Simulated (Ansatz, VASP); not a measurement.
Si2WC3 in VASP and in Ansatz

```
Si W C
1.0
     2.05264    1.18509    6.07144
    -2.05264    1.18509    6.07144
     0.00000   -2.37019    6.07144
Si W C
2 1 3
Cartesian
  0.0000 0.0000 15.5590
  0.0000 0.0000 2.6553
  0.0000 0.0000 0.0000
  0.0000 1.1851 6.0714
  -1.0263 -0.5925 6.0714
  1.0263 -0.5925 6.0714
```

Alike in both runs: functional PBE; k mesh 4 × 4 × 4; occupations gaussian, width 0.2 eV; no spin polarisation.

Ansatz relaxed the structure, and its values are those at the end. VASP's run is a single point on that final structure, the one shown.

|  | VASP | Ansatz |
| --- | --- | --- |
| version | VASP 6.6.1 | Ansatz 0.2.0 |
| potentials or method | VASP PAW PBE potentials, release 64 (Si, W_sv, C), cutoff 600 eV | scalar-relativistic, plane waves, PAW |
| valence electrons in the cell | 34 | 34 |

```csv
,VASP,Ansatz,Ansatz less VASP
gap on the k mesh at the Fermi level (eV),none,none,-
pressure (GPa),0.1,0.0,-0.14
rms of the force components (eV/Å),0.025,0.023,-0.0020
```

A gap of «none» marks a metal or a gap that the smearing closes. The functional is the same, so the differences come from potentials, cutoffs and numerics.

The k mesh is coarse, so the values compare programs but aren't converged. Spin-orbit coupling is off throughout.
